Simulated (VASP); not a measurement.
# MnO2 (P4_2/mnm) in VASP: electric field gradients with PBE

Aim: the electric field gradients of MnO2 with PBE.

Everything below comes from runs of VASP 6.6.1. Logs are shortened: lines on timing, memory, paths and dates and some standing lists are left out, and cuts for length are marked.

**1. The cell of the first run**

Symmetry: P4_2/mnm, No. 136, tetragonal system. The conventional cell has a = 4.396 Å, b = 4.396 Å, c = 2.871 Å, α = 90.00°, β = 90.00°, γ = 90.00°. Mn (site symmetry mmm) has 6 O at 1.88 to 1.89 Å within 2.5 Å. Within 2.5 Å of O (site symmetry m2m) lie 3 Mn at 1.88 to 1.89 Å and 1 O at 2.46 Å.

**2. Electric field gradients, PBE, collinear spin, ferromagnetic start**

INCAR

```
PREC = Accurate
ENCUT = 520
EDIFF = 1E-8
ISMEAR = -1
SIGMA = 0.05
LREAL = False
LASPH = True
NELM = 200
ALGO = Normal
ISIF = 2
LWAVE = False
LCHARG = False
ISPIN = 2
MAGMOM = 4 4 0 0 0 0
LORBIT = 11
LMAXMIX = 4
GGA = PE
LEFG = True
NBANDS = 40
GGA_COMPAT = False
```

KPOINTS

```
Automatic mesh
0
Gamma
  8 8 12
```

POSCAR

```
MnO2
1.0
    4.3960000000      0.0000000000      0.0000000000
    0.0000000000      4.3960000000      0.0000000000
    0.0000000000      0.0000000000      2.8710000000
Mn O
2 4
Direct
    0.0000000000      0.0000000000      0.0000000000
    0.5000000000      0.5000000000      0.5000000000
    0.3020000000      0.3020000000      0.0000000000
    0.1980000000      0.8020000000      0.5000000000
    0.6980000000      0.6980000000      0.0000000000
    0.8020000000      0.1980000000      0.5000000000
```

Potentials or basis: VASP PAW PBE potentials, release 64 (Mn_sv, O).

The run is started by

```sh
cat potpaw_PBE.64/Mn_sv/POTCAR potpaw_PBE.64/O/POTCAR > POTCAR
mpirun -np 1 vasp_std > vasp.out
```

OUTCAR:

```text
PREC = Accurate
   ENCUT = 520
   EDIFF = 1E-8
   ISMEAR = -1
   LREAL = False
   LASPH = True
   NELM = 200
   ISIF = 2
   ISPIN = 2
   LORBIT = 11
   GGA = PE

 ion  position               nearest neighbor table
   1  0.000  0.000  0.000-   3 1.88   5 1.88   4 1.89   6 1.89   4 1.89   6 1.89
   2  0.500  0.500  0.500-   4 1.88   6 1.88   5 1.89   3 1.89   3 1.89   5 1.89
   3  0.302  0.302  0.000-   1 1.88   2 1.89   2 1.89
   4  0.198  0.802  0.500-   2 1.88   1 1.89   1 1.89
   5  0.698  0.698  0.000-   1 1.88   2 1.89   2 1.89
   6  0.802  0.198  0.500-   2 1.88   1 1.89   1 1.89

  LATTYP: Found a simple tetragonal cell.
 ALAT       =     4.3960000000
 C/A-ratio  =     0.6530937216

  Lattice vectors:

 A1 = (   4.3960000000,   0.0000000000,   0.0000000000)
 A2 = (   0.0000000000,   4.3960000000,   0.0000000000)
 A3 = (   0.0000000000,   0.0000000000,   2.8710000000)

Analysis of symmetry for initial positions (statically):
=====================================================================
 Subroutine PRICEL returns:
 Original cell was already a primitive cell.

 Routine SETGRP: Setting up the symmetry group for a
 simple tetragonal supercell.

 Subroutine GETGRP returns: Found 16 space group operations
 (whereof  8 operations were pure point group operations)
 out of a pool of 16 trial point group operations.

The static configuration has the point symmetry D_2h.
 The point group associated with its full space group is D_4h.

Analysis of symmetry for dynamics (positions and initial velocities):
=====================================================================
 Subroutine PRICEL returns:
 Original cell was already a primitive cell.

 Routine SETGRP: Setting up the symmetry group for a
 simple tetragonal supercell.

 Subroutine GETGRP returns: Found 16 space group operations
 (whereof  8 operations were pure point group operations)
 out of a pool of 16 trial point group operations.

The dynamic configuration has the point symmetry D_2h.
 The point group associated with its full space group is D_4h.

Analysis of structural, dynamic, and magnetic symmetry:
=====================================================================
 Subroutine PRICEL returns:
 Original cell was already a primitive cell.

 Routine SETGRP: Setting up the symmetry group for a
 simple tetragonal supercell.

 Subroutine GETGRP returns: Found 16 space group operations
 (whereof  8 operations were pure point group operations)
 out of a pool of 16 trial point group operations.

The overall configuration has the point symmetry D_2h.
 The point group associated with its full space group is D_4h.

 Subroutine INISYM returns: Found 16 space group operations
 (whereof  8 operations are pure point group operations),
 and found     1 'primitive' translations

----------------------------------------------------------------------------------------

                                     Primitive cell

  volume of cell :      55.4815

  direct lattice vectors                    reciprocal lattice vectors
     4.396000000  0.000000000  0.000000000     0.227479527  0.000000000  0.000000000
     0.000000000  4.396000000  0.000000000     0.000000000  0.227479527  0.000000000
     0.000000000  0.000000000  2.871000000     0.000000000  0.000000000  0.348310693

  length of vectors
     4.396000000  4.396000000  2.871000000     0.227479527  0.227479527  0.348310693

  position of ions in fractional coordinates (direct lattice)
     0.000000000  0.000000000  0.000000000
     0.500000000  0.500000000  0.500000000
     0.302000000  0.302000000  0.000000000
     0.198000000  0.802000000  0.500000000
     0.698000000  0.698000000  0.000000000
     0.802000000  0.198000000  0.500000000

  ion indices of the primitive-cell ions
   primitive index   ion index
                 1           1
[... 102 lines left out ...]
   GGA     = PE    functional components
   LHFCALC =     F    Hartree Fock is set to
   AEXX    =    0.0000 exact exchange contribution
   IVDW    =     0    specifies the selected vdW correction
   LEPSILON=     F    determine dielectric tensor
   LRPA    =     F    only Hartree local field effects (RPA)
 spin polarized calculation
  energy-cutoff  :      520.00
  volume of cell :       55.48
 maximum number of plane-waves:      1514
 NGX is ok and might be reduce to    36
   NGX = 17   NGY = 17   NGZ = 11

 number of electron      53.9999961 magnetization       5.9902778

 Free energy of the ion-electron system (eV)
  ---------------------------------------------------
  ext. energy  EPLUGINS =         0.00000000
  ---------------------------------------------------
  free energy    TOTEN  =       -48.08325921 eV

  energy without entropy =      -48.07981492  energy(sigma->0) =      -48.08153707

 E-fermi :   6.8972     XC(G=0): -12.0773

 val. band max:        6.7985582997   @ k =   0.5000   0.5000   0.0000
 cond. band min:       6.9023610979   @ k =   0.0000   0.0000   0.0833
 fundamental gap:      0.1038027982
 Fermi energy:         6.8972486867

 spin component 1

 k-point     1 :       0.0000    0.0000    0.0000
  band No.  band energies     occupation
      1     -75.1665      1.00000
      2     -75.1636      1.00000
      3     -43.8973      1.00000
      4     -43.8888      1.00000
      5     -43.8255      1.00000
      6     -43.8255      1.00000
[... 997 lines left out ...]
     38      19.5053      0.00000
     39      22.2113      0.00000

 [... further k-points ...]

 spin component 2

 k-point     1 :       0.0000    0.0000    0.0000
  band No.  band energies     occupation
      1     -72.1032      1.00000
      2     -72.0997      1.00000
      3     -40.9034      1.00000
      4     -40.8929      1.00000
      5     -40.8412      1.00000
      6     -40.8412      1.00000
[... 997 lines left out ...]
     38      20.1470      0.00000
     39      22.6478      0.00000

 [... further k-points ...]

 [bands above 39 left out]

------------------------ aborting loop because EDIFF is reached ----------------------------------------

  FORCE on cell =-STRESS in cart. coord.  units (eV):
  Direction    XX          YY          ZZ          XY          YZ          ZX
  --------------------------------------------------------------------------------------
  -------------------------------------------------------------------------------------
  Total        1.5631819      1.5631819      0.4401120      0.0000000      0.0000000      0.0000000
  in kB       45.1410385     45.1410385     12.7094049      0.0000000      0.0000000      0.0000000
  external PRESSURE =      34.3304940 kB  Pullay stress =       0.0000000 kB

 VOLUME and BASIS-vectors are now :
 -----------------------------------------------------------------------------
  energy-cutoff  :      520.00
  volume of cell :       55.48
      direct lattice vectors                 reciprocal lattice vectors
     4.396000000  0.000000000  0.000000000     0.227479527  0.000000000  0.000000000
     0.000000000  4.396000000  0.000000000     0.000000000  0.227479527  0.000000000
     0.000000000  0.000000000  2.871000000     0.000000000  0.000000000  0.348310693

 POSITION                                       TOTAL-FORCE (eV/Angst)
 -----------------------------------------------------------------------------------
      0.00000      0.00000      0.00000         0.000000      0.000000      0.000000
      2.19800      2.19800      1.43550         0.000000      0.000000      0.000000
      1.32759      1.32759      0.00000         0.330514      0.330514     -0.000000
      0.87041      3.52559      1.43550        -0.330514      0.330514     -0.000000
      3.06841      3.06841      0.00000        -0.330514     -0.330514      0.000000
      3.52559      0.87041      1.43550         0.330514     -0.330514      0.000000
 -----------------------------------------------------------------------------------
    total drift:                                0.000000      0.000000      0.000000

  FREE ENERGIE OF THE ION-ELECTRON SYSTEM (eV)
  ---------------------------------------------------
  free  energy   TOTEN  =       -48.0832592140 eV

  energy  without entropy=      -48.0798149186  energy(sigma->0) =      -48.08153707

 Electric field gradients (V/A^2)
---------------------------------------------------------------------
 ion       V_xx      V_yy      V_zz      V_xy      V_xz      V_yz
---------------------------------------------------------------------
   1      -3.042    -3.042     6.084   -19.612    -0.000     0.000
   2      -3.042    -3.042     6.084    19.612    -0.000    -0.000
   3     -18.799   -18.799    37.598    87.893     0.000    -0.000
   4     -18.799   -18.799    37.598   -87.893    -0.000    -0.000
   5     -18.799   -18.799    37.598    87.893    -0.000     0.000
   6     -18.799   -18.799    37.598   -87.893     0.000     0.000
---------------------------------------------------------------------

 Electric field gradients after diagonalization (V/A^2)
 (convention: |V_zz| > |V_xx| > |V_yy|)
----------------------------------------------------------------------
 ion       V_xx      V_yy      V_zz     asymmetry (V_yy - V_xx)/ V_zz
----------------------------------------------------------------------
   1      16.570     6.084   -22.654       0.463
   2      16.570     6.084   -22.654       0.463
   3      69.094    37.598  -106.692       0.295
   4      69.094    37.598  -106.692       0.295
   5      69.094    37.598  -106.692       0.295
   6      69.094    37.598  -106.692       0.295
----------------------------------------------------------------------

           NMR quadrupolar parameters

 Cq : quadrupolar parameter    Cq=e*Q*V_zz/h
 eta: asymmetry parameters     (V_yy - V_xx)/ V_zz
 Q  : nuclear electric quadrupole moment in mb (millibarn)
----------------------------------------------------------------------
 ion       Cq(MHz)       eta       Q (mb)
----------------------------------------------------------------------
   1      -0.055       0.463       1.000
   2      -0.055       0.463       1.000
   3      -0.258       0.295       1.000
   4      -0.258       0.295       1.000
   5      -0.258       0.295       1.000
   6      -0.258       0.295       1.000
----------------------------------------------------------------------

 total charge

# of ion       s       p       d       tot
------------------------------------------
    1        2.196   6.108   4.415  12.719
    2        2.196   6.108   4.415  12.719
    3        1.568   3.471   0.000   5.039
    4        1.568   3.471   0.000   5.039
    5        1.568   3.471   0.000   5.039
    6        1.568   3.471   0.000   5.039
--------------------------------------------------
tot         10.666  26.099   8.830  45.595

 magnetization (x)

# of ion       s       p       d       tot
------------------------------------------
    1        0.015   0.014   2.569   2.597
    2        0.015   0.014   2.569   2.597
    3        0.001   0.093   0.000   0.094
    4        0.001   0.093   0.000   0.094
    5        0.001   0.093   0.000   0.094
    6        0.001   0.093   0.000   0.094
--------------------------------------------------
tot          0.033   0.401   5.137   5.571
```

Wall time 5.9 min (1 thread of Intel Xeon Platinum 8488C (Sapphire Rapids), shared host); peak memory 0.42 GiB.

What came out:

```yaml
Free_energy: -48.0833 eV
Pressure: 3.4 GPa
Largest_force: 0.467 eV/Å
Band_gap_on_the_k_mesh: zero (filled and empty bands overlap)
Net_moment: 5.99 μB per cell
Site_moments: Mn +2.60; O +0.09 μB
Largest_electric_field_gradient_by_atom: Mn -22.7; O -106.7 V/Å²
Valence_electrons_inside_the_program's_atomic_spheres: Mn 12.72; O 5.04
```

Forces in eV/Å, atoms in the order of the input:
```
Mn   0.000  0.000  0.000
Mn   0.000  0.000  0.000
O    0.331  0.331  0.000
O   -0.331  0.331  0.000
O   -0.331 -0.331  0.000
O    0.331 -0.331  0.000
```

Electric field gradients, principal values (V/Å²):
```
atom   least  middle  greatest (by size)
1 Mn   6.084  16.570             -22.654
2 Mn   6.084  16.570             -22.654
 3 O  37.598  69.094            -106.692
 4 O  37.598  69.094            -106.692
 5 O  37.598  69.094            -106.692
 6 O  37.598  69.094            -106.692
```

Caveat: the cell stands under pressure; without QUAD_EFG the Cq values of the log hold for a quadrupole moment of 1 mb, not for the nuclei; semilocal functionals often make such compounds metallic where correlation or magnetic order opens a gap, which also shifts bond lengths; only a ferromagnetic start was run, and an antiferromagnetic order may lie lower in energy. With open d or f shells a metallic result of PBE can be an artefact of self-interaction; +U or a hybrid may open a gap.
